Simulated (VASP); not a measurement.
**Ta3Cu: single point with PBEsol**

Ta3Cu:

```
CELL_PARAMETERS angstrom
-1.91971 1.91971 3.93255
1.91971 -1.91971 3.93255
1.91971 1.91971 -3.93255
ATOMIC_POSITIONS crystal
Ta 0.50000 0.50000 0.00000
Ta 0.25000 0.75000 0.50000
Ta 0.75000 0.25000 0.50000
Cu 0.00000 0.00000 0.00000
```

```yaml
Program: VASP 6.6.1
Task: single point
Functional: PBEsol
Potentials_or_basis: VASP PAW PBE potentials, release 64 (Ta_pv, Cu)
Cutoff: 520 eV
k_mesh: 9 × 9 × 9
Occupations: fermi-dirac, width 0.05 eV
Spin: no spin polarisation
```

```yaml
Pressure: 30.4 GPa
Band_gap_on_the_k_mesh: zero (band 22 reaches 8.47 eV, above the bottom of band 23 at 6.77 eV)
```

Stress tensor (GPa, compression positive):
```
30.44  0.00  0.00
 0.00 30.44  0.00
 0.00  0.00 30.23
```

Levels at points of the mesh, in eV from the Fermi level:
```tsv
k point	band 18	band 19	band 20	band 21	band 22	band 23	band 24	band 25	band 26	band 27
(0.00, 0.00, 0.00)	-2.26	-2.06	-2.06	-0.30	-0.30	0.05	2.73	3.02	3.05	3.30
```

Run time: 3.2 min on 1 thread of AMD EPYC 9R45 96-Core Processor (Zen 5) (shared host), peak memory 0.25 GiB.

Caveat: the PAW data sets were made with another functional, which shifts forces and pressure a little; spin-orbit coupling is left out, which moves the levels of the heavy elements.
